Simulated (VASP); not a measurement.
# SiNi (C2) in VASP: single point with PBEsol

Aim: the single point of SiNi with PBEsol.

Program: VASP 6.6.1. These are calculated values, not measurements. Logs are shortened: lines on timing, memory, paths and dates and some standing lists are left out, and cuts for length are marked.

**1. The cell of the first run**

It takes space group C2 (No. 5, monoclinic). The conventional cell has a = 18.422 Å, b = 4.468 Å, c = 4.468 Å, α = 90.00°, β = 104.04°, γ = 90.00°. Within 3.1 Å of Si (site symmetry 1) lie 6 Ni at 2.34 to 2.42 Å and 6 Si at 2.76 Å. Si (site symmetry 1) has 7 Ni at 2.34 to 2.42 Å and 6 Si at 2.76 Å within 3.1 Å. Within 2.5 Å of Si (site symmetry 1) lie 6 Ni at 1.84 to 2.42 Å and 1 Si at 1.94 Å. Within 3.1 Å of Si (site symmetry 1) lie 7 Ni at 2.34 to 2.42 Å and 6 Si at 2.76 Å. Within 3.1 Å of Ni (site symmetry 1) lie 6 Si at 2.34 to 2.42 Å and 6 Ni at 2.75 Å. Within 3.1 Å of Ni (site symmetry 1) lie 7 Si at 2.34 to 2.42 Å and 6 Ni at 2.75 Å. Ni (site symmetry 1) has 6 Si at 1.84 to 2.42 Å and 1 Ni at 1.88 Å within 2.5 Å. Ni (site symmetry 1) has 7 Si at 2.34 to 2.42 Å and 6 Ni at 2.75 Å within 3.1 Å.

**2. Single point, PBEsol (the part above a cut slid along it)**

The input, INCAR:

```
PREC = Accurate ; ENCUT = 600
EDIFF = 1E-6 ; ISMEAR = 0
SIGMA = 0.15 ; LREAL = F
LASPH = T ; NELM = 120
ALGO = Normal ; ISIF = 2
LWAVE = F ; LCHARG = T
GGA = PS ; LVHAR = T
NBANDS = 70 ; ISYM = 0
GGA_COMPAT = F ; KPAR = 4
```

The input, KPOINTS:

```
regular mesh
0
Gamma
  9 9 5
```

The input, POSCAR:

```
SiNi
1.0
    0.0000000000     -4.4679769961      0.0000000000
    0.0000000000      0.0000000000     -4.4679769961
    8.9359539923     -2.2339884980      2.2339884980
Si Ni
8 8
Direct
    0.0669193391      0.2401516035      0.1732322644
   -0.1830806609      0.4901516035      0.6732322644
    0.8080806609      0.6919193391      0.0767677356
    0.5580806609      0.9419193391      0.5767677356
   -0.1151516035      1.3080806609      0.9232322644
    0.1348483965      1.0580806609      0.4232322644
    0.2401516035      0.7598483965      0.8267677356
    0.4901516035      0.5098483965      0.3267677356
    0.4387618892      1.2632571334      0.8244952443
    0.6887618892      1.0132571334      0.3244952443
   -0.3137618891      0.8137618891      0.9255047557
   -0.0637618892      0.5637618892      0.4255047557
    0.6117428666      0.1862381108      0.0744952443
    0.3617428666      0.4362381108      0.5744952443
    0.2632571334      0.7367428666      0.1755047557
    0.0132571335      0.9867428666      0.6755047557
```

Potentials or basis: VASP PAW PBE potentials, release 64 (Si, Ni).

The run is started by

```
> cat potpaw_PBE.64/Si/POTCAR potpaw_PBE.64/Ni/POTCAR > POTCAR
> mpirun -np 4 vasp_std > vasp.out
```

OUTCAR:

```text
PREC = Accurate
   ENCUT = 600
   EDIFF = 1E-6
   ISMEAR = 0
   LREAL = F
   LASPH = T
   NELM = 120
   ISIF = 2
   GGA = PS
   ISYM = 0

 ion  position               nearest neighbor table
   1  0.067  0.240  0.173-  10 2.34  15 2.38  13 2.38  15 2.42  12 2.42  13 2.42   8 2.76   8 2.76
                             6 2.76   5 2.76   3 2.76   3 2.76
   2  0.817  0.490  0.673-   9 2.34  12 2.38  16 2.38  14 2.38  16 2.42  11 2.42  14 2.42   7 2.76
                             7 2.76   5 2.76   6 2.76   4 2.76   4 2.76
   3  0.808  0.692  0.077-  11 1.84   5 1.94  13 2.38  10 2.38  15 2.38  15 2.42  13 2.42   8 2.76
                             7 2.76   1 2.76   1 2.76
   4  0.558  0.942  0.577-  12 2.34  14 2.38   9 2.38  16 2.38  10 2.42  14 2.42  16 2.42   6 2.76
                             6 2.76   7 2.76   8 2.76   2 2.76   2 2.76
   5  0.885  0.308  0.923-  13 1.84   3 1.94  16 2.38   9 2.38  11 2.38  11 2.42   9 2.42   2 2.76
                             1 2.76   7 2.76   7 2.76
   6  0.135  0.058  0.423-  14 2.34  12 2.38  15 2.38  10 2.38  16 2.42  12 2.42  10 2.42   4 2.76
                             4 2.76   1 2.76   2 2.76   8 2.76   8 2.76
   7  0.240  0.760  0.827-  16 2.34   9 2.38  11 2.38   9 2.42  14 2.42  11 2.42   2 2.76   2 2.76
                             4 2.76   3 2.76   5 2.76   5 2.76
   8  0.490  0.510  0.327-  15 2.34  14 2.38  12 2.38  10 2.38  10 2.42  13 2.42  12 2.42   1 2.76
                             1 2.76   3 2.76   4 2.76   6 2.76   6 2.76
   9  0.439  0.263  0.824-   2 2.34   4 2.38   5 2.38   7 2.38   7 2.42   5 2.42  16 2.75  16 2.75
                            14 2.75  13 2.75  11 2.75  11 2.75
  10  0.689  0.013  0.324-   1 2.34   3 2.38   6 2.38   8 2.38   8 2.42   4 2.42   6 2.42  15 2.75
                            12 2.75  15 2.75  13 2.75  14 2.75  12 2.75
  11  0.686  0.814  0.926-   3 1.84  13 1.88   5 2.38   7 2.38   5 2.42   2 2.42   7 2.42  15 2.75
                            16 2.75   9 2.75   9 2.75
  12  0.936  0.564  0.426-   4 2.34   6 2.38   2 2.38   8 2.38   1 2.42   6 2.42   8 2.42  14 2.75
                            10 2.75  15 2.75  14 2.75  16 2.75  10 2.75
  13  0.612  0.186  0.074-   5 1.84  11 1.88   3 2.38   1 2.38   8 2.42   1 2.42   3 2.42   9 2.75
                            10 2.75  15 2.75  15 2.75
  14  0.362  0.436  0.574-   6 2.34   4 2.38   8 2.38   2 2.38   7 2.42   2 2.42   4 2.42  12 2.75
                            16 2.75   9 2.75  10 2.75  12 2.75  16 2.75
  15  0.263  0.737  0.176-   8 2.34   6 2.38   1 2.38   3 2.38   1 2.42   3 2.42  10 2.75  10 2.75
                            12 2.75  11 2.75  13 2.75  13 2.75
  16  0.013  0.987  0.676-   7 2.34   5 2.38   4 2.38   2 2.38   2 2.42   6 2.42   4 2.42   9 2.75
                             9 2.75  14 2.75  12 2.75  11 2.75  14 2.75

IMPORTANT INFORMATION: All symmetrisations will be switched off!
NOSYMM: (Re-)initialisation of all symmetry stuff for point group C_1.

----------------------------------------------------------------------------------------

                                     Primitive cell

  volume of cell :     178.3868

  direct lattice vectors                    reciprocal lattice vectors
     0.000000000 -4.467976996  0.000000000    -0.055953735 -0.223814939  0.000000000
     0.000000000  0.000000000 -4.467976996     0.055953735  0.000000000 -0.223814939
     8.935953992 -2.233988498  2.233988498     0.111907470  0.000000000  0.000000000

  length of vectors
     4.467976996  4.467976996  9.478010496     0.230703159  0.230703159  0.111907470

  position of ions in fractional coordinates (direct lattice)
     0.066919339  0.240151604  0.173232264
     0.816919339  0.490151604  0.673232264
     0.808080661  0.691919339  0.076767736
     0.558080661  0.941919339  0.576767736
     0.884848396  0.308080661  0.923232264
     0.134848396  0.058080661  0.423232264
[... 8 lines left out ...]
     0.263257133  0.736742867  0.175504756
     0.013257133  0.986742867  0.675504756

  ion indices of the primitive-cell ions
   primitive index   ion index
                 1           1
                 2           2
                 3           3
                 4           4
                 5           5
                 6           6
[... 8 lines left out ...]
                15          15
                16          16

----------------------------------------------------------------------------------------

 KPOINTS: regular mesh

Automatic generation of k-mesh.
 Grid dimensions read from file:
 generate k-points for:    9    9    5

 Generating k-lattice:

  Cartesian coordinates                     Fractional coordinates (reciprocal lattice)
[... 25 lines left out ...]
|     Results are often still useful ...                                      |
|                                                                             |
 -----------------------------------------------------------------------------

 WARNING: IBZKPT: internal override: KBLOWUP is changed to .FALSE.
      ... skipping the blow-up phase ...

 Subroutine IBZKPT returns following result:
 ===========================================

 Found    203 irreducible k-points:

 Following reciprocal coordinates:
            Coordinates               Weight
  0.000000  0.000000  0.000000      1.000000
  0.111111  0.000000 -0.000000      2.000000
  0.222222  0.000000 -0.000000      2.000000
  0.333333  0.000000  0.000000      2.000000
  0.444444  0.000000 -0.000000      2.000000
  0.000000  0.111111  0.000000      2.000000
[... 16 lines left out ...]
 -0.111111  0.222222  0.000000      2.000000
  0.000000  0.333333  0.000000      2.000000
 [... further k-points ...]
   k-points           NKPTS =    203   k-points in BZ     NKDIM =    203   number of bands    NBANDS=     70
   number of dos      NEDOS =    301   number of ions     NIONS =     16
   total plane-waves  NPLWV = 103680
   dimension x,y,z NGX =    36 NGY =   36 NGZ =   80
   dimension x,y,z NGXF=    72 NGYF=   72 NGZF=  160
   ions per type =               8   8
   NGX,Y,Z   is equivalent  to a cutoff of  13.39, 13.39, 14.03 a.u.
   NGXF,Y,Z  is equivalent  to a cutoff of  26.79, 26.79, 28.06 a.u.
 SYSTEM =  unknown system
   PREC   = accura    normal or accurate (medium, high low for compatibility)
   ISTART =      0    job   : 0-new  1-cont  2-samecut
   ICHARG =      2    charge: 1-file 2-atom 10-const
   ISPIN  =      1    spin polarized calculation?
   LNONCOLLINEAR =      F non collinear calculations
   LSORBIT =      F    spin-orbit coupling
   LASPH  =      T    aspherical Exc in radial PAW
   ENCUT  =  600.0 eV  44.10 Ry    6.64 a.u.   8.92  8.92 18.93*2*pi/ulx,y,z
   NELM   =    120;   NELMIN=  2; NELMDL= -5     # of ELM steps
   EDIFF  = 0.1E-05   stopping-criterion for ELM
   LREAL  =      F    real-space projection
   EDIFFG = 0.1E-04   stopping-criterion for IOM
   NSW    =      0    number of steps for IOM
   IBRION =     -1    ionic relax: 0-MD 1-quasi-New 2-CG
   NFREE  =      0    steps in history (QN), initial steepest desc. (CG)
   ISIF   =      2    stress and relaxation
   ISYM   =      0    0-nonsym 1-usesym 2-fastsym
   POTIM  = 0.5000    time-step for ionic-motion
   TEBEG  =    0.0;   TEEND  =   0.0 temperature during run
   PSTRESS=    0.0 pullay stress
   NELECT =     112.0000    total number of electrons
   NUPDOWN=      -1.0000    fix difference up-down
   EMIN   =  10.00;   EMAX   =-10.00  energy-range for DOS
   EFERMI =   0.00;   METHOD = LEGACY
   ISMEAR =     0;   SIGMA  =   0.15  broadening in eV -4-tet -1-fermi 0-gaus
   EFERMI_NEDOS =   21; number of points for ismear=-14 and -15
   IALGO  =     38    algorithm
   IMIX   =      4    mixing-type and parameters
     AMIX     =   0.40;   BMIX     =  1.00
     AMIX_MAG =   1.60;   BMIX_MAG =  1.00
  volume/ion in A,a.u.               =      11.15        75.24
  Fermi-wavevector in a.u.,A,eV,Ry     =   1.401823  2.649062 26.736922  1.965108
  Thomas-Fermi vector in A             =   2.524646
   LORBIT       =      0    0 simple, 1 ext, 2 COOP (PROOUT), +10 PAW based schemes
   GGA     = PS    functional components
   LHFCALC =     F    Hartree Fock is set to
   AEXX    =    0.0000 exact exchange contribution
   IVDW    =     0    specifies the selected vdW correction
   LEPSILON=     F    determine dielectric tensor
   LRPA    =     F    only Hartree local field effects (RPA)
 non-spin polarized calculation
 Gauss-broadening in eV      SIGMA  =   0.15
  energy-cutoff  :      600.00
  volume of cell :      178.39
 maximum number of plane-waves:      5992
   NGX = 17   NGY = 17   NGZ = 37

 number of electron     112.0000001 magnetization

 Free energy of the ion-electron system (eV)
  ---------------------------------------------------
  ext. energy  EPLUGINS =         0.00000000
  ---------------------------------------------------
  free energy    TOTEN  =       -96.50894412 eV

  energy without entropy =      -96.45476029  energy(sigma->0) =      -96.48185221

 E-fermi :  11.9242     XC(G=0): -12.7439

 val. band max:       11.9212463553   @ k =   0.3333  -0.1111   0.4000
 cond. band min:      11.9260248697   @ k =   0.0000   0.0000   0.0000
 fundamental gap:      0.0047785145
 Fermi energy:        11.9241647462

 k-point     1 :       0.0000    0.0000    0.0000
  band No.  band energies     occupation
      1      -2.4179      2.00000
      2      -0.8442      2.00000
      3      -0.5289      2.00000
      4       2.8791      2.00000
      5       3.2543      2.00000
      6       3.4746      2.00000
[... 1693 lines left out ...]
     67      14.8550      0.00000
     68      15.5294      0.00000

 [... further k-points ...]

 [bands above 68 left out]

------------------------ aborting loop because EDIFF is reached ----------------------------------------

  FORCE on cell =-STRESS in cart. coord.  units (eV):
  Direction    XX          YY          ZZ          XY          YZ          ZX
  --------------------------------------------------------------------------------------
  -------------------------------------------------------------------------------------
  Total       35.4399901      3.1832452     20.1449421     -0.0049210      0.0023941     -6.9948112
  in kB      318.3034846     28.5902457    180.9313509     -0.0441981      0.0215027    -62.8237415
  external PRESSURE =     175.9416937 kB  Pullay stress =       0.0000000 kB

 VOLUME and BASIS-vectors are now :
 -----------------------------------------------------------------------------
  energy-cutoff  :      600.00
  volume of cell :      178.39
      direct lattice vectors                 reciprocal lattice vectors
     0.000000000 -4.467976996  0.000000000    -0.055953735 -0.223814939  0.000000000
     0.000000000  0.000000000 -4.467976996     0.055953735  0.000000000 -0.223814939
     8.935953992 -2.233988498  2.233988498     0.111907470  0.000000000  0.000000000

 POSITION                                       TOTAL-FORCE (eV/Angst)
 -----------------------------------------------------------------------------------
      1.54800     -0.68599     -0.68599        -0.344346     -0.178916     -0.084057
      6.01597     -5.15397     -0.68599        -0.000773      0.065784      0.082491
      0.68599     -3.78198     -2.91998        11.067471     -3.888058     -1.854470
      5.15397     -3.78198     -2.91998         0.165118     -0.041637     -0.046917
      8.24996     -6.01597      0.68599       -11.067562     -3.887916      1.855307
      3.78198     -1.54800      0.68599        -0.165221     -0.041796      0.046115
[... 8 lines left out ...]
      1.56830     -1.56830     -2.89967         0.542940      0.080408     -0.147811
      6.03628     -1.56830     -2.89967        -0.356855      0.066965     -0.072114
 -----------------------------------------------------------------------------------
    total drift:                                0.000004      0.000290     -0.000119

  FREE ENERGIE OF THE ION-ELECTRON SYSTEM (eV)
  ---------------------------------------------------
  free  energy   TOTEN  =       -96.5089441244 eV

  energy  without entropy=      -96.4547602925  energy(sigma->0) =      -96.48185221
```

Run time: 13 min. Hardware: 4 MPI ranks of AMD EPYC 9R45 (Zen 5), shared host; peak memory 1.9 GiB.

What came out:

```yaml
Free_energy: -96.5089 eV
Pressure: 17.6 GPa
Largest_force: 13.121 eV/Å
Band_gap_on_the_k_mesh: zero (bands 56 and 57 overlap by 0.61 eV)
```

Forces on the atoms (eV/Å):
```
Si   -0.344  -0.179  -0.084
Si   -0.001   0.066   0.082
Si   11.067  -3.888  -1.854
Si    0.165  -0.042  -0.047
Si  -11.068  -3.888   1.855
Si   -0.165  -0.042   0.046
Si    0.344  -0.179   0.083
Si    0.001   0.065  -0.081
Ni   -0.543   0.081   0.147
Ni    0.357   0.066   0.073
Ni  -12.180   3.883   2.956
Ni    0.169   0.012   0.004
Ni   12.180   3.883  -2.955
Ni   -0.169   0.013  -0.005
Ni    0.543   0.080  -0.148
Ni   -0.357   0.067  -0.072
```

Levels at points of the mesh, in eV from the Fermi level:
| k point | band 54 | band 55 | band 56 | band 57 | band 58 | band 59 |
| --- | --- | --- | --- | --- | --- | --- |
| (0.00, 0.00, 0.00) | -0.20 | 0.00 | 0.12 | 0.21 | 0.37 | 0.45 |

Caveat: the cell differs from its parent crystal (the part above a cut slid along it); the stress differs along the axes, from 3 to 32 GPa; the PAW data sets were made with another functional, which shifts forces and pressure a little. Spin polarisation is off, so any magnetic state and its effect on volume and gap are missing.
